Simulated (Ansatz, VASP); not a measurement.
## BiRu: VASP beside Ansatz

```
Ru Bi
1.0
     0.00000    2.77474    2.77474
     2.77474    0.00000    2.77474
     2.77474    2.77474    0.00000
Ru Bi
1 1
Cartesian
  0.0000 0.0000 0.0000
  2.7747 2.7747 2.7747
```

Alike in both runs: task single point; functional PBE; k mesh 10 × 10 × 10; occupations fermi-dirac, width 0.05 eV; no spin polarisation.

|  | VASP | Ansatz |
| --- | --- | --- |
| version | VASP 6.6.1 | Ansatz 0.2.0 |
| potentials or method | VASP PAW PBE potentials, release 64 (Ru_pv, Bi_d), cutoff 520 eV | all-electron LAPW, scalar-relativistic |

VASP gave:

```
pressure (GPa) : 0.1
```

Problem. What did Ansatz give for the same quantities?

Solution. Pressure (GPa): 0.0.

Ansatz ran all-electron here, and VASP with PAW potentials.

Neither program's run includes spin-orbit coupling.
